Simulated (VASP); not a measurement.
Wanted: the native input for a VASP 6.6.1 run.

```
Task                   : single point
Functional             : LDA
Potentials or basis    : VASP PAW LDA potentials, release 64 (Os_sv_GW)
Cutoff                 : 500 eV
k mesh                 : 13 × 13 × 8
Occupations            : fermi-dirac, width 0.03 eV
Spin                   : no spin polarisation
Dipole correction      : no
Second run             : valence_matched
Further INCAR settings : ALGO = Normal; EDIFF = 1e-06; NBANDS = 23
```

The structure of Os lies in POSCAR:

```
Os
1.0
    2.7175247593      0.0000000000      0.0000000000
   -1.3587623796      2.3534454770      0.0000000000
    0.0000000000      0.0000000000      4.2844606214
Os
2
Direct
    0.3333333333      0.6666666667      0.2500000000
    0.6666666667      0.3333333333      0.7500000000
```

These files were run (other wordings do the same):

INCAR

```
PREC     = Accurate       # precision mode
ENCUT    = 500            # plane-wave cutoff, eV
EDIFF    = 1E-6           # SCF threshold, eV
ISMEAR   = -1             # smearing method
SIGMA    = 0.03           # smearing width, eV
LREAL    = False          # projectors in reciprocal space
LASPH    = True           # aspherical terms in the spheres
NELM     = 120            # most SCF steps
ALGO     = Normal         # electronic algorithm
ISIF     = 2              # what is computed and relaxed
LWAVE    = False          # write WAVECAR
LCHARG   = True           # write CHGCAR
GGA      = CA             # functional
LELF     = True           # ELF
LVHAR    = True         
NBANDS   = 23             # bands
GGA_COMPAT= False
```

KPOINTS

```
Automatic mesh
0
Gamma
  13 13 8
```

Potentials or basis: VASP PAW LDA potentials, release 64 (Os_sv_GW).

The run is started by

```bash
$ cat potpaw_LDA.64/Os_sv_GW/POTCAR > POTCAR
$ mpirun -np 1 vasp_std > vasp.out
```

It gave:

```yaml
Pressure: -0.8 GPa
Band_gap_on_the_k_mesh: zero (band 16 reaches 16.09 eV, above the bottom of band 17 at 12.12 eV)
```

Caveat: spin-orbit coupling is left out, which moves the levels of the heavy elements.

Wall time 23 s on 1 thread of Intel(R) Xeon(R) 6975P-C (Granite Rapids), with other jobs on the host, peak memory 0.17 GiB.
